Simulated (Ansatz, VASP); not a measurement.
# BeCu2GeSe4 in VASP and in Ansatz

File INCAR:

```
SYSTEM = BeCu2GeSe4
PREC = Accurate
ENCUT = 520
EDIFF = 1E-6
ISMEAR = 0
SIGMA = 0.01
LREAL = .FALSE.
LASPH = .TRUE.
NELM = 80
ALGO = Normal
ISIF = 2
LWAVE = .FALSE.
LCHARG = .FALSE.
GGA = PE
NBANDS = 41
```

KPOINTS

```
regular mesh
0
G
  6 6 6
  0 0 0
```

The input POSCAR:

```
BeCu2GeSe4
1.0
   -2.7517368354      2.7517368354      5.3496265519
    2.7517368354     -2.7517368354      5.3496265519
    2.7517368354      2.7517368354     -5.3496265519
Cu Be Ge Se
2 1 1 4
Direct
    0.0000000000      0.0000000000      0.0000000000
    0.7500000000      0.2500000000      0.5000000000
    0.2500000000      0.7500000000      0.5000000000
    0.5000000000      0.5000000000      0.0000000000
    0.1299135853      0.6303946154      1.0236232207
    0.3696053846      0.3932286054      0.4995189700
    0.6067713946      0.1062903646     -0.0236232207
    0.8937096354      0.8700864147      0.5004810300
```

Input for Ansatz:

```yaml
crystal:
  lattice:
    - [-2.7517368354, 2.7517368354, 5.3496265519]
    - [2.7517368354, -2.7517368354, 5.3496265519]
    - [2.7517368354, 2.7517368354, -5.3496265519]
  atoms:
    - { symbol: Cu, position: [0.0, 0.0, 0.0] }
    - { symbol: Cu, position: [0.75, 0.25, 0.5] }
    - { symbol: Be, position: [0.25, 0.75, 0.5] }
    - { symbol: Ge, position: [0.5, 0.5, 0.0] }
    - { symbol: Se, position: [0.1299135853, 0.6303946154, 1.0236232207] }
    - { symbol: Se, position: [0.3696053846, 0.3932286054, 0.49951897] }
    - { symbol: Se, position: [0.6067713946, 0.1062903646, -0.0236232207] }
    - { symbol: Se, position: [0.8937096354, 0.8700864147, 0.50048103] }
kpoints:
  mp_grid: { grid: [6, 6, 6] }
  band_path:
    path:
      - [0.0, 0.0, 0.0]
      - [0.0, 0.0, 0.5]
      - [0.25, 0.25, 0.25]
      - [0.0, 0.5, 0.0]
      - [0.5, 0.5, -0.5]
      - [0.3161465004, 0.6838534996, -0.3161465004]
      - [-0.3161465004, 0.3161465004, 0.3161465004]
      - [-0.1322930008, 0.1322930008, 0.5]
      - [0.5, 0.5, -0.1322930008]
    npoints: 1
hamiltonian:
  xc: pbe
scf:
  occupations: { method: fixed }
  n_extra_bands: 6
output:
  forces: true
  stress: true
  eigenvalues: true
```

Alike in both runs: task single point; functional PBE; k mesh 6 × 6 × 6; no spin polarisation.

|  | VASP | Ansatz |
| --- | --- | --- |
| version | VASP 6.6.1 | Ansatz 0.2.0 |
| potentials or method | VASP PAW PBE potentials, release 64 (Cu, Be, Ge_d, Se) | plane waves, PAW |
| plane-wave cutoff (eV) | 520 | 420 |
| occupations | gaussian, width 0.01 eV | fixed |
| valence electrons in the cell | 62 | 118 |

```csv
,VASP,Ansatz,Ansatz less VASP
gap on the k mesh at the Fermi level (eV),0.42,0.40,-0.014
pressure (GPa),2.3,2.1,-0.18
rms of the force components (eV/Å),0.092,0.095,+0.0027
```

Atom by atom the forces differ by 0.008 eV/Å (rms over components). VASP's potentials hold 62 valence electrons a cell and Ansatz's 118, so a difference there can come from the potentials and not from the codes.
